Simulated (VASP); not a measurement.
# AlN (a-plane nitride stack) (P6_3mc) in VASP: notebook

Runs on AlN (a-plane nitride stack). Level: PBE. Tasks: single point.

Everything below comes from runs of VASP 6.6.1. Logs are shortened: lines on timing, memory, paths and dates and some standing lists are left out, and cuts for length are marked.

### Step 1. The cell of the first run

It takes space group P6_3mc (No. 186, hexagonal). The conventional cell has a = 3.130 Å, b = 3.130 Å, c = 5.018 Å, α = 90.00°, β = 90.00°, γ = 120.00°. Within 2.5 Å of Al (site symmetry 3m) lie 4 N at 1.90 to 1.91 Å. Within 2.5 Å of N (site symmetry 3m) lie 4 Al at 1.90 to 1.91 Å.

### Step 2. Single point, PBE

INCAR reads:

```
SYSTEM = AlN
PREC = Accurate
ENCUT = 520
EDIFF = 1E-6
ISMEAR = 0
SIGMA = 0.01
LREAL = .False.
LASPH = .True.
NELM = 80
ALGO = Normal
ISIF = 2
LWAVE = .False.
LCHARG = .False.
GGA = PE
NBANDS = 26
```

KPOINTS reads:

```
Automatic mesh
0
Gamma
  4 4 7
  0 0 0
```

POSCAR reads:

```
AlN
1.0
    5.4218072100      0.0000000000      0.0000000000
    0.0000000000      5.0179562000      0.0000000000
    0.0000000000      0.0000000000      3.1302820000
Al N
4 4
Direct
    0.3333333330      0.0000000000      0.0000000000
    0.6666666670      0.5000000000      0.0000000000
    0.1666666670      0.5000000000      0.5000000000
    0.8333333330      0.0000000000      0.5000000000
    0.3333333330      0.3815496050      0.0000000000
    0.6666666670      0.8815496050      0.0000000000
    0.1666666670      0.8815496050      0.5000000000
    0.8333333330      0.3815496050      0.5000000000
```

Potentials or basis: VASP PAW PBE potentials, release 64 (Al, N).

Command:

```
> cat potpaw_PBE.64/Al/POTCAR potpaw_PBE.64/N/POTCAR > POTCAR
> mpirun -np 1 vasp_std > vasp.out
```

OUTCAR:

```text
SYSTEM = AlN
   PREC = Accurate
   ENCUT = 520
   EDIFF = 1E-6
   ISMEAR = 0
   LREAL = .False.
   LASPH = .True.
   NELM = 80
   ISIF = 2
   GGA = PE

 ion  position               nearest neighbor table
   1  0.333  0.000  0.000-   6 1.90   7 1.90   7 1.90   5 1.91   2 3.09   2 3.09   3 3.09   3 3.09
                             3 3.09   3 3.09   4 3.13   4 3.13   4 3.13   4 3.13
   2  0.667  0.500  0.000-   5 1.90   8 1.90   8 1.90   6 1.91   1 3.09   1 3.09   4 3.09   4 3.09
                             4 3.09   4 3.09   3 3.13   3 3.13   3 3.13   3 3.13
   3  0.167  0.500  0.500-   8 1.90   5 1.90   5 1.90   7 1.91   4 3.09   4 3.09   1 3.09   1 3.09
                             1 3.09   1 3.09   2 3.13   2 3.13   2 3.13   2 3.13
   4  0.833  0.000  0.500-   7 1.90   6 1.90   6 1.90   8 1.91   3 3.09   3 3.09   2 3.09   2 3.09
                             2 3.09   2 3.09   1 3.13   1 3.13   1 3.13   1 3.13
   5  0.333  0.382  0.000-   2 1.90   3 1.90   3 1.90   1 1.91
   6  0.667  0.882  0.000-   1 1.90   4 1.90   4 1.90   2 1.91
   7  0.167  0.882  0.500-   4 1.90   1 1.90   1 1.90   3 1.91
   8  0.833  0.382  0.500-   3 1.90   2 1.90   2 1.90   4 1.91

  LATTYP: Found a simple orthorhombic cell.
 ALAT       =     3.1302820000
 B/A-ratio  =     1.6030364676
 C/A-ratio  =     1.7320507258

  Lattice vectors:

 A1 = (   0.0000000000,   0.0000000000,  -3.1302820000)
 A2 = (   0.0000000000,   5.0179562000,   0.0000000000)
 A3 = (   5.4218072100,   0.0000000000,   0.0000000000)

Analysis of symmetry for initial positions (statically):
=====================================================================
 Subroutine PRICEL returns following result:

  LATTYP: Found a hexagonal cell.
 ALAT       =     3.1302818891
 C/A-ratio  =     1.6030365244

  Lattice vectors:

 A1 = (  -2.7109036050,   0.0000000000,   1.5651410000)
 A2 = (   2.7109036050,   0.0000000000,   1.5651410000)
 A3 = (   0.0000000000,   5.0179562000,   0.0000000000)

   2 primitive cells build up your supercell.

 Routine SETGRP: Setting up the symmetry group for a
 simple orthorhombic supercell.

 Subroutine GETGRP returns: Found  4 space group operations
 (whereof  2 operations were pure point group operations)
 out of a pool of  8 trial point group operations.

The static configuration has the point symmetry C_1h.
 The point group associated with its full space group is C_2v.

Analysis of symmetry for dynamics (positions and initial velocities):
=====================================================================
 Subroutine PRICEL returns following result:

  LATTYP: Found a hexagonal cell.
 ALAT       =     3.1302818891
 C/A-ratio  =     1.6030365244

  Lattice vectors:

 A1 = (  -2.7109036050,   0.0000000000,   1.5651410000)
 A2 = (   2.7109036050,   0.0000000000,   1.5651410000)
 A3 = (   0.0000000000,   5.0179562000,   0.0000000000)

   2 primitive cells build up your supercell.

 Routine SETGRP: Setting up the symmetry group for a
 simple orthorhombic supercell.

 Subroutine GETGRP returns: Found  4 space group operations
 (whereof  2 operations were pure point group operations)
 out of a pool of  8 trial point group operations.

The dynamic configuration has the point symmetry C_1h.
 The point group associated with its full space group is C_2v.

 Subroutine INISYM returns: Found  4 space group operations
 (whereof  2 operations are pure point group operations),
 and found     2 'primitive' translations

----------------------------------------------------------------------------------------

                                     Primitive cell

  volume of cell :      42.5818

  direct lattice vectors                    reciprocal lattice vectors
    -2.710903605  0.000000000  1.565141000    -0.184440346  0.000000000  0.319460036
     2.710903605  0.000000000  1.565141000     0.184440346  0.000000000  0.319460036
     0.000000000  5.017956200  0.000000000     0.000000000  0.199284322  0.000000000

  length of vectors
     3.130281889  3.130281889  5.017956200     0.368880680  0.368880680  0.199284322

  position of ions in fractional coordinates (direct lattice)
     0.666666667  0.333333333  0.000000000
     0.333333333  0.666666667  0.500000000
     0.666666667  0.333333333  0.381549605
     0.333333333  0.666666667  0.881549605

  ion indices of the primitive-cell ions
   primitive index   ion index
                 1           1
                 2           2
                 3           5
                 4           6

----------------------------------------------------------------------------------------

 KPOINTS: Automatic mesh

Automatic generation of k-mesh.
 Grid dimensions read from file:
 generate k-points for:    4    4    7

 Generating k-lattice:

  Cartesian coordinates                     Fractional coordinates (reciprocal lattice)
     0.046110087  0.000000000  0.000000000     0.250000000  0.000000000  0.000000000
     0.000000000  0.049821081  0.000000000     0.000000000  0.250000000  0.000000000
     0.000000000  0.000000000  0.045637148     0.000000000  0.000000000  0.142857143

  Length of vectors
     0.046110087  0.049821081  0.045637148

  Shift w.r.t. Gamma in fractional coordinates (k-lattice)
     0.000000000  0.000000000  0.000000000

 Subroutine IBZKPT returns following result:
 ===========================================

 Found     36 irreducible k-points:

 Following reciprocal coordinates:
            Coordinates               Weight
  0.000000  0.000000  0.000000      1.000000
  0.250000  0.000000  0.000000      2.000000
  0.500000  0.000000  0.000000      1.000000
  0.000000  0.250000  0.000000      2.000000
  0.250000  0.250000  0.000000      4.000000
  0.500000  0.250000  0.000000      2.000000
[... 16 lines left out ...]
  0.250000  0.250000  0.285714      8.000000
  0.500000  0.250000  0.285714      4.000000
 [... further k-points ...]
   k-points           NKPTS =     36   k-points in BZ     NKDIM =     36   number of bands    NBANDS=     26
   number of dos      NEDOS =    301   number of ions     NIONS =      8
   total plane-waves  NPLWV =  38400
   dimension x,y,z NGX =    40 NGY =   40 NGZ =   24
   dimension x,y,z NGXF=    80 NGYF=   80 NGZF=   48
   ions per type =               4   4
   NGX,Y,Z   is equivalent  to a cutoff of  12.26, 13.25, 12.75 a.u.
   NGXF,Y,Z  is equivalent  to a cutoff of  24.53, 26.50, 25.49 a.u.
 SYSTEM =  AlN
   PREC   = accura    normal or accurate (medium, high low for compatibility)
   ISTART =      0    job   : 0-new  1-cont  2-samecut
   ICHARG =      2    charge: 1-file 2-atom 10-const
   ISPIN  =      1    spin polarized calculation?
   LNONCOLLINEAR =      F non collinear calculations
   LSORBIT =      F    spin-orbit coupling
   LASPH  =      T    aspherical Exc in radial PAW
   ENCUT  =  520.0 eV  38.22 Ry    6.18 a.u.  10.08  9.33  5.82*2*pi/ulx,y,z
   NELM   =     80;   NELMIN=  2; NELMDL= -5     # of ELM steps
   EDIFF  = 0.1E-05   stopping-criterion for ELM
   LREAL  =      F    real-space projection
   EDIFFG = 0.1E-04   stopping-criterion for IOM
   NSW    =      0    number of steps for IOM
   IBRION =     -1    ionic relax: 0-MD 1-quasi-New 2-CG
   NFREE  =      0    steps in history (QN), initial steepest desc. (CG)
   ISIF   =      2    stress and relaxation
   ISYM   =      2    0-nonsym 1-usesym 2-fastsym
   POTIM  = 0.5000    time-step for ionic-motion
   TEBEG  =    0.0;   TEEND  =   0.0 temperature during run
   PSTRESS=    0.0 pullay stress
   NELECT =      32.0000    total number of electrons
   NUPDOWN=      -1.0000    fix difference up-down
   EMIN   =  10.00;   EMAX   =-10.00  energy-range for DOS
   EFERMI =   0.00;   METHOD = LEGACY
   ISMEAR =     0;   SIGMA  =   0.01  broadening in eV -4-tet -1-fermi 0-gaus
   EFERMI_NEDOS =   21; number of points for ismear=-14 and -15
   IALGO  =     38    algorithm
   IMIX   =      4    mixing-type and parameters
     AMIX     =   0.40;   BMIX     =  1.00
     AMIX_MAG =   1.60;   BMIX_MAG =  1.00
  volume/ion in A,a.u.               =      10.65        71.84
  Fermi-wavevector in a.u.,A,eV,Ry     =   1.181336  2.232401 18.987668  1.395554
  Thomas-Fermi vector in A             =   2.317611
   LORBIT       =      0    0 simple, 1 ext, 2 COOP (PROOUT), +10 PAW based schemes
   GGA     = PE    functional components
   LHFCALC =     F    Hartree Fock is set to
   AEXX    =    0.0000 exact exchange contribution
   IVDW    =     0    specifies the selected vdW correction
   LEPSILON=     F    determine dielectric tensor
   LRPA    =     F    only Hartree local field effects (RPA)
 non-spin polarized calculation
 Gauss-broadening in eV      SIGMA  =   0.01
  energy-cutoff  :      520.00
  volume of cell :       85.16
 maximum number of plane-waves:      2316
   NGX = 21   NGY = 19   NGZ = 11

 number of electron      31.9999993 magnetization

 Free energy of the ion-electron system (eV)
  ---------------------------------------------------
  ext. energy  EPLUGINS =         0.00000000
  ---------------------------------------------------
  free energy    TOTEN  =       -59.56077600 eV

  energy without entropy =      -59.56077600  energy(sigma->0) =      -59.56077600

 E-fermi :   6.0053     XC(G=0): -10.8268

 val. band max:        5.9645280387   @ k =   0.0000   0.0000   0.0000
 cond. band min:      10.0070919853   @ k =   0.0000   0.0000   0.0000
 fundamental gap:      4.0425639466
 Fermi energy:         6.0052961141

 k-point     1 :       0.0000    0.0000    0.0000
  band No.  band energies     occupation
      1      -9.1031      2.00000
      2      -7.1897      2.00000
      3      -7.0203      2.00000
      4      -6.5147      2.00000
      5       0.0589      2.00000
      6       0.5891      2.00000
[... 18 lines left out ...]
     25      16.9900      0.00000
     26      16.9900      0.00000

 k-point     2 :       0.2500    0.0000    0.0000
  band No.  band energies     occupation
      1      -8.9100      2.00000
      2      -7.6466      2.00000
      3      -6.9130      2.00000
      4      -6.4768      2.00000
      5       0.2913      2.00000
      6       1.1312      2.00000
[... 18 lines left out ...]
     25      17.0332      0.00000
     26      17.6085      0.00000

 k-point     3 :       0.5000    0.0000    0.0000
  band No.  band energies     occupation
      1      -8.3718      2.00000
      2      -8.3718      2.00000
      3      -6.6599      2.00000
      4      -6.6599      2.00000
      5       0.9584      2.00000
      6       0.9584      2.00000
[... 18 lines left out ...]
     25      17.4423      0.00000
     26      17.4423      0.00000

 k-point     4 :       0.0000    0.2500    0.0000
  band No.  band energies     occupation
      1      -8.8721      2.00000
      2      -7.4375      2.00000
      3      -7.0812      2.00000
      4      -6.5987      2.00000
      5       0.3534      2.00000
      6       0.8367      2.00000
[... 18 lines left out ...]
     25      16.9619      0.00000
     26      17.4210      0.00000

 k-point     5 :       0.2500    0.2500    0.0000
  band No.  band energies     occupation
      1      -8.6851      2.00000
      2      -7.4889      2.00000
      3      -7.3056      2.00000
      4      -6.6611      2.00000
      5       0.7865      2.00000
      6       0.9915      2.00000
[... 18 lines left out ...]
     25      17.2158      0.00000
     26      17.5296      0.00000

 k-point     6 :       0.5000    0.2500    0.0000
  band No.  band energies     occupation
      1      -8.1684      2.00000
      2      -8.1684      2.00000
      3      -6.9750      2.00000
      4      -6.9750      2.00000
      5       1.2600      2.00000
      6       1.2600      2.00000
[... 427 lines left out ...]
 k-point    21 :       0.5000    0.0000    0.2857
  band No.  band energies     occupation
      1      -7.7753      2.00000
      2      -7.7753      2.00000
      3      -6.4831      2.00000
      4      -6.4831      2.00000
      5       1.5489      2.00000
      6       1.5489      2.00000
[... 18 lines left out ...]
     25      16.6884      0.00000
     26      16.6884      0.00000

 k-point    22 :       0.0000    0.2500    0.2857
  band No.  band energies     occupation
      1      -8.1804      2.00000
      2      -6.9807      2.00000
      3      -6.7321      2.00000
      4      -6.5952      2.00000
      5       1.2334      2.00000
      6       1.2921      2.00000
[... 18 lines left out ...]
     25      17.0457      0.00000
     26      17.4287      0.00000

 k-point    23 :       0.2500    0.2500    0.2857
  band No.  band energies     occupation
      1      -8.0251      2.00000
      2      -7.0792      2.00000
      3      -6.8946      2.00000
      4      -6.5483      2.00000
      5       1.1369      2.00000
      6       1.2496      2.00000
[... 18 lines left out ...]
     25      16.8490      0.00000
     26      17.0815      0.00000

 k-point    24 :       0.5000    0.2500    0.2857
  band No.  band energies     occupation
      1      -7.6069      2.00000
      2      -7.6069      2.00000
      3      -6.6955      2.00000
      4      -6.6955      2.00000
      5       1.0857      2.00000
      6       1.0857      2.00000
[... 18 lines left out ...]
     25      16.6314      0.00000
     26      16.6314      0.00000

 [... further k-points ...]
[... 5 lines left out ...]
  --------------------------------------------------------------------------------------
  -------------------------------------------------------------------------------------
  Total       -0.1562783     -0.1225957     -0.1535836      0.0000000      0.0000000      0.0000000
  in kB       -2.9400509     -2.3063824     -2.8893566      0.0000000      0.0000000      0.0000000
  external PRESSURE =      -2.7119300 kB  Pullay stress =       0.0000000 kB

 VOLUME and BASIS-vectors are now :
 -----------------------------------------------------------------------------
  energy-cutoff  :      520.00
  volume of cell :       85.16
      direct lattice vectors                 reciprocal lattice vectors
     5.421807210  0.000000000  0.000000000     0.184440346  0.000000000  0.000000000
     0.000000000  5.017956200  0.000000000     0.000000000  0.199284322  0.000000000
     0.000000000  0.000000000  3.130282000     0.000000000  0.000000000  0.319460036

 POSITION                                       TOTAL-FORCE (eV/Angst)
 -----------------------------------------------------------------------------------
      1.80727      0.00000      0.00000        -0.000099      0.000878      0.000000
      3.61454      2.50898      0.00000         0.000099      0.000878     -0.000000
      0.90363      2.50898      1.56514         0.000099      0.000878     -0.000000
      4.51817      0.00000      1.56514        -0.000099      0.000878      0.000000
      1.80727      1.91460      0.00000        -0.000039     -0.000878     -0.000000
      3.61454      4.42358      0.00000         0.000039     -0.000878     -0.000000
      0.90363      4.42358      1.56514         0.000039     -0.000878     -0.000000
      4.51817      1.91460      1.56514        -0.000039     -0.000878     -0.000000
 -----------------------------------------------------------------------------------
    total drift:                                0.000000      0.001119      0.000000

  FREE ENERGIE OF THE ION-ELECTRON SYSTEM (eV)
  ---------------------------------------------------
  free  energy   TOTEN  =       -59.5607760005 eV

  energy  without entropy=      -59.5607760005  energy(sigma->0) =      -59.56077600
```

It took 2 min on 1 thread of AMD EPYC 7R13, shared host; peak memory 0.18 GiB.

Results:

| Item | Value |
| --- | --- |
| Free energy | -59.5608 eV |
| Pressure | -0.3 GPa |
| Band gap on the k mesh | 4.04 eV |

Levels at points of the mesh, in eV from the valence-band top:
| k point | band 12 | band 13 | band 14 | band 15 | band 16 | band 17 | band 18 | band 19 | band 20 | band 21 |
| --- | --- | --- | --- | --- | --- | --- | --- | --- | --- | --- |
| (0.00, 0.00, 0.00) | -0.85 | -0.68 | -0.20 | -0.20 | 0.00 | 4.04 | 5.76 | 5.76 | 6.51 | 8.02 |
| (0.50, 0.00, 0.00) | -1.54 | -0.43 | -0.43 | -0.41 | -0.41 | 6.06 | 6.06 | 7.50 | 7.50 | 8.00 |
| (0.00, 0.50, 0.00) | -1.35 | -0.53 | -0.53 | -0.53 | -0.53 | 5.24 | 5.24 | 6.31 | 6.31 | 9.14 |
| (0.50, 0.50, 0.00) | -1.58 | -1.02 | -1.02 | -1.02 | -1.02 | 6.44 | 6.44 | 6.44 | 6.44 | 9.36 |

### Step 3. Single point, PBE

INCAR reads:

```
ALGO = Normal ; EDIFF = 1E-7
ENCUT = 520 ; GGA = PE
ISIF = 2 ; ISMEAR = 0
LASPH = T ; LCHARG = F
LREAL = F ; LWAVE = F
NBANDS = 26 ; NELM = 60
PREC = Accurate ; SIGMA = 0.01
```

KPOINTS reads:

```
k-points
0
Gamma
  4 4 7
```

POSCAR is that of step 2.

Potentials or basis: VASP PAW PBE potentials, release 64 (Al, N).

Command:

```
> cat potpaw_PBE.64/Al/POTCAR potpaw_PBE.64/N/POTCAR > POTCAR
> mpirun -np 1 vasp_std > vasp.out
```

Run time: 1.8 min. Hardware: 1 thread of AMD EPYC 7R13, shared host; peak memory 0.18 GiB.

Results (log left out):

| Quantity | Value |
| --- | --- |
| Free energy | -59.5608 eV |
| Pressure | -0.3 GPa |
| Band gap on the k mesh | 4.04 eV |

Levels at points of the mesh, in eV from the valence-band top:
| k point | band 12 | band 13 | band 14 | band 15 | band 16 | band 17 | band 18 | band 19 | band 20 | band 21 |
| --- | --- | --- | --- | --- | --- | --- | --- | --- | --- | --- |
| (0.00, 0.00, 0.00) | -0.85 | -0.68 | -0.20 | -0.20 | 0.00 | 4.04 | 5.76 | 5.76 | 6.51 | 8.02 |
| (0.50, 0.00, 0.00) | -1.54 | -0.43 | -0.43 | -0.41 | -0.41 | 6.06 | 6.06 | 7.50 | 7.50 | 8.00 |
| (0.00, 0.50, 0.00) | -1.35 | -0.53 | -0.53 | -0.53 | -0.53 | 5.24 | 5.24 | 6.31 | 6.31 | 9.14 |
| (0.50, 0.50, 0.00) | -1.58 | -1.02 | -1.02 | -1.02 | -1.02 | 6.44 | 6.44 | 6.44 | 6.44 | 9.36 |

Expect the measured gap to be larger: semilocal functionals such as PBE lack the derivative discontinuity.
